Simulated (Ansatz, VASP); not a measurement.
**One calculation of LiF, two programs**

```
CELL_PARAMETERS angstrom
-1.39212 1.56323 5.01216
1.39212 -1.56323 5.01216
1.39212 1.56323 -5.01216
ATOMIC_POSITIONS crystal
Li 0.55684 0.55684 0.00000
Li 0.81529 0.81529 0.00000
F 0.94626 0.44626 0.50000
F 0.68160 0.18160 0.50000
```

Alike in both runs: functional PBE; k mesh 12 × 12 × 12; occupations gaussian, width 0.02 eV; no spin polarisation.

Ansatz relaxed the structure, and its values are those at the end. VASP's run is a single point on that final structure, the one shown.

|  | VASP | Ansatz |
| --- | --- | --- |
| version | VASP 6.6.1 | Ansatz 0.2.0 |
| potentials or method | VASP PAW PBE potentials, release 64 (Li_sv, F), cutoff 520 eV | scalar-relativistic, plane waves, PAW |
| valence electrons in the cell | 20 | 20 |

Ansatz gave:

| Item | Value |
| --- | --- |
| gap on the k mesh at the Fermi level (eV) | 6.62 |
| least direct gap on the mesh (eV) | 6.89 |

**Question.** Which values does VASP return?

**Answer.** gap on the k mesh at the Fermi level (eV): 6.61; least direct gap on the mesh (eV): 6.88.

With one functional, cell and mesh, what is left measures potentials, basis and numerics.

Noted on VASP's run: the cutoff is short for stress, so the pressure is rough.
